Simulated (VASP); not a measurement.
Input of a VASP 6.6.1 run:

Contents of POSCAR:

```
BAs
1.0
    3.2550128174      0.0000000000      0.0000000000
   -1.6275064087      2.8189237895      0.0000000000
    0.0000000000      0.0000000000      5.4210204988
B As
2 2
Direct
    0.0000000000      0.0000000000      0.0000000000
    0.0000000000      0.0000000000      0.5000000000
    0.3333333333      0.6666666667      0.2500000000
    0.6666666667      0.3333333333      0.7500000000
```

INCAR.step1

```
PREC = Accurate ; ENCUT = 520
ISMEAR = -1 ; SIGMA = 0.02
LREAL = F ; LASPH = T
NELM = 80 ; NBANDS = 16
GGA = PE ; ALGO = Normal
EDIFF = 1E-4 ; LWAVE = T
LCHARG = F
```

The input INCAR.step2:

```
PREC = Accurate ; ENCUT = 520
EDIFF = 1E-6 ; ISMEAR = -1
SIGMA = 0.02 ; LREAL = F
LASPH = T ; NELM = 80
ALGO = Normal ; ISIF = 2
LWAVE = F ; LCHARG = F
METAGGA = R2SCAN ; LMIXTAU = T
NBANDS = 16 ; ISTART = 1
```

The input KPOINTS:

```
regular mesh
0
Gamma
  9 9 4
```

Potentials or basis: VASP PAW PBE potentials, release 64 (B, As).

Run with:

```sh
$ cat potpaw_PBE.64/B/POTCAR potpaw_PBE.64/As/POTCAR > POTCAR
$ cp INCAR.step1 INCAR
$ mpirun -np 1 vasp_std > vasp.out
$ cp INCAR.step2 INCAR
$ mpirun -np 1 vasp_std > vasp.out
```

Estimate the pressure.

0.3 GPa.

Estimate the band gap on the k mesh.

zero (band 8 reaches 9.03 eV, above the bottom of band 9 at 2.75 eV).

Stress tensor (GPa, compression positive):
```
-0.26  0.00  0.00
 0.00 -0.26  0.00
 0.00  0.00  1.35
```

Caveat: the PAW data sets were made with another functional, which shifts forces and pressure a little.
